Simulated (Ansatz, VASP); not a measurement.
**Ir in VASP and in Ansatz**

```
CELL_PARAMETERS angstrom
0.00000 1.93533 1.93533
1.93533 0.00000 1.93533
1.93533 1.93533 0.00000
ATOMIC_POSITIONS crystal
Ir 0.00000 0.00000 0.00000
```

Alike in both runs: task single point; functional r2SCAN; k mesh 18 × 18 × 18; occupations gaussian, width 0.1 eV; no spin polarisation.

|  | VASP | Ansatz |
| --- | --- | --- |
| version | VASP 6.6.1 | Ansatz 0.2.0 |
| potentials or method | VASP PAW PBE potentials, release 64 (Ir_sv_GW), cutoff 550 eV | scalar-relativistic, plane waves, PAW |
| valence electrons in the cell | 17 | 17 |

Ansatz gave:

```
gap on the k mesh at the Fermi level (eV) : none
pressure (GPa)                            : -7.4
```

Problem. Which values does VASP return?

Solution. gap on the k mesh at the Fermi level (eV): none; pressure (GPa): -9.5.

VASP's potentials were made for PBE, not for r2SCAN. A gap of «none» marks a metal or a gap that the smearing closes.

Spin-orbit coupling is off throughout.
